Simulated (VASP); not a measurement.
The system is Mg3O2.

```xyz
5
Lattice="-2.0149 2.3655 4.0601 2.0149 -2.3655 4.0601 2.0149 2.3655 -4.0601" Properties=species:S:1:pos:R:3 pbc="T T T"
Mg    2.0149    0.0000    1.9881
Mg    0.0000    2.3655    2.0720
Mg    2.0149    0.0000    0.0000
O     0.0000    0.0000    4.0601
O     0.0000    2.3655    0.0000
```

The cell was built from a structure type or drawn by symmetry, and may not be a known phase.

- Program: VASP 6.6.1
- Task: relaxation of cell and atoms
- Functional: PBE
- Potentials or basis: VASP PAW PBE potentials, release 64 (Mg, O)
- Cutoff: 600 eV
- k mesh: 5 × 5 × 5
- Occupations: gaussian, width 0.2 eV
- Spin: no spin polarisation

At the start: pressure 14.4 GPa; volume 15.48 Å³/atom.

Problem. How do energy, volume and symmetry change on relaxing?

Solution. Over 23 steps the energy falls by 1569.9 meV/atom and the volume is 18.96 Å³/atom (+22.5 %); space group Immm (No. 71, to 0.1 Å) before and after.

The path:
| step | energy change (eV) | largest force (eV/Å) | pressure (GPa) | volume (Å³) |
| --- | --- | --- | --- | --- |
| 1 | 0.0000 | 8.9925 | 14.37 | 77.41 |
| 2 | -6.2154 | 2.0722 | -5.65 | 92.27 |
| 3 | -6.3864 | 1.8336 | -6.49 | 93.92 |
| 4 | -6.6167 | 1.3610 | -7.71 | 97.17 |
| 5 | -7.4441 | 1.1773 | 2.30 | 84.98 |
| 6 | -7.4447 | 1.0314 | 1.62 | 85.48 |
| 7 | -7.6908 | 0.0235 | 4.10 | 82.69 |
| 8 | -7.7102 | 0.1963 | 3.24 | 83.26 |
| 9 | -7.7415 | 0.3354 | -0.80 | 87.49 |
| 10 | -7.7443 | 0.2227 | 0.04 | 86.50 |
| 11 | -7.7613 | 0.1560 | -0.01 | 87.43 |
| 12 | -7.7979 | 0.0757 | -0.03 | 90.21 |
| 13 | -7.7870 | 0.8935 | 0.59 | 95.61 |
| 14 | -7.8108 | 0.2793 | 0.12 | 92.06 |
| 15 | -7.8119 | 0.4444 | 0.22 | 93.23 |
| 16 | -7.8182 | 0.4263 | 0.17 | 93.68 |
| 17 | -7.8320 | 0.3885 | -0.05 | 95.01 |
| 18 | -7.8265 | 0.3861 | -0.40 | 97.63 |
| 19 | -7.8359 | 0.3777 | -0.17 | 95.92 |
| 20 | -7.8415 | 0.2756 | -0.24 | 95.70 |
| 21 | -7.8486 | 0.0103 | -0.46 | 95.10 |
| 22 | -7.8486 | 0.0076 | -0.48 | 95.05 |
| 23 | -7.8494 | 0.0088 | -0.28 | 94.82 |

Final structure:
```
CELL_PARAMETERS angstrom
-2.42755 1.82833 5.34116
2.42755 -1.82833 5.34116
2.42755 1.82833 -5.34116
ATOMIC_POSITIONS crystal
Mg 0.32710 0.82710 0.50000
Mg 0.67290 0.17290 0.50000
Mg 0.00000 0.50000 0.50000
O 0.50000 0.50000 0.00000
O 0.50000 0.00000 0.50000
```

Caveat: the volume moved by over 15 % at a fixed basis, so the end points are rough.
